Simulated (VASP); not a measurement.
Here is a VASP 6.6.1 calculation.

INCAR

```
PREC = Accurate
ENCUT = 520
EDIFF = 1E-7
ISMEAR = 0
SIGMA = 0.1
LREAL = F
LASPH = T
NELM = 60
ALGO = Normal
ISIF = 2
LWAVE = F
LCHARG = T
GGA = PE
LELF = T
LVHAR = T
NBANDS = 11
```

The input KPOINTS:

```
Automatic mesh
0
Gamma
  6 6 6
```

File POSCAR:

```
SiC
1.0
    2.9942280100      0.0000000000      0.0000000000
   -1.4971140000      2.5930775200      0.0000000000
    0.0000000000      0.0000000000      2.9204160900
Si C
1 1
Direct
    0.0000000000      0.0000000000      0.0000000000
    0.6666666700      0.3333333300      0.5000000000
```

Potentials or basis: VASP PAW PBE potentials, release 64 (Si, C).

The run is started by

```sh
$ cat potpaw_PBE.64/Si/POTCAR potpaw_PBE.64/C/POTCAR > POTCAR
$ mpirun -np 1 vasp_std > vasp.out
```

Problem. Predict the band gap on the k mesh.

Solution. Zero (band 4 reaches 9.58 eV, above the bottom of band 5 at 5.21 eV).

Problem. Predict the pressure.

Solution. -27.1 GPa.

Stress tensor (GPa, compression positive):
```
-17.04   0.00   0.00
  0.00 -17.04   0.00
  0.00   0.00 -47.19
```

Caveat: the k points lie up to 0.40 Å⁻¹ apart.
